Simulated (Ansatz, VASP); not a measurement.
**TiCo2: VASP beside Ansatz**

```
CELL_PARAMETERS angstrom
0.00000 3.24742 3.24742
3.24742 0.00000 3.24742
3.24742 3.24742 0.00000
ATOMIC_POSITIONS crystal
Ti 0.50000 0.50000 0.50000
Ti 0.75000 0.75000 0.75000
Co 0.12500 0.12500 0.12500
Co 0.62500 0.12500 0.12500
Co 0.12500 0.12500 0.62500
Co 0.12500 0.62500 0.12500
```

Alike in both runs: functional LDA; k mesh 10 × 10 × 10; occupations fermi-dirac, width 0.15 eV; no spin polarisation.

Ansatz relaxed the structure, and its values are those at the end. VASP's run is a single point on that final structure, the one shown.

|  | VASP | Ansatz |
| --- | --- | --- |
| version | VASP 6.6.1 | Ansatz 0.2.0 |
| potentials or method | VASP PAW LDA potentials, release 64 (Ti_sv, Co), cutoff 520 eV | scalar-relativistic, plane waves, PAW |
| valence electrons in the cell | 60 | 92 |

|  | VASP | Ansatz | Ansatz less VASP |
| --- | --- | --- | --- |
| gap on the k mesh at the Fermi level (eV) | none | none | - |
| pressure (GPa) | -0.5 | 0.0 | +0.49 |

LDA's correlation is that of Perdew and Zunger in VASP and of Perdew and Wang (1992) in Ansatz. A gap of «none» marks a metal or a gap that the smearing closes. VASP's potentials hold 60 valence electrons a cell and Ansatz's 92, so a difference there can come from the potentials and not from the codes.
